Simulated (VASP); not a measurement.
A run of VASP 6.6.1:

File INCAR:

```
SYSTEM = PbSe
  ALGO = Normal
  EDIFF = 1E-6
  ENCUT = 520
  GGA = RP
  ISIF = 2
  ISMEAR = 0
  LASPH = .TRUE.
  LCHARG = .FALSE.
  LREAL = .FALSE.
  LWAVE = .FALSE.
  NBANDS = 17
  NELM = 60
  PREC = Accurate
  SIGMA = 0.001
```

Contents of KPOINTS:

```
k-points
0
G
  5 5 5
  0 0 0
```

The input POSCAR:

```
PbSe
1.0
    0.0000000000      3.0768640000      3.0768640000
    3.0768640000      0.0000000000      3.0768640000
    3.0768640000      3.0768640000      0.0000000000
Pb Se
1 1
Direct
    0.0000000000      0.0000000000      0.0000000000
    0.5000000000      0.5000000000      0.5000000000
```

Potentials or basis: VASP PAW PBE potentials, release 64 (Pb_d, Se).

The run is started by

```bash
$ cat potpaw_PBE.64/Pb_d/POTCAR potpaw_PBE.64/Se/POTCAR > POTCAR
$ mpirun -np 1 vasp_std > vasp.out
```

Hardware: 1 thread of Intel(R) Xeon(R) 6975P-C (Granite Rapids), on a shared host.

Q: How long does it take, and how much memory?

A: Wall time 4.5 s on 1 thread of Intel(R) Xeon(R) 6975P-C (Granite Rapids), on a shared host, peak memory 0.17 GiB. Counts: scf iterations 12, k points 10.
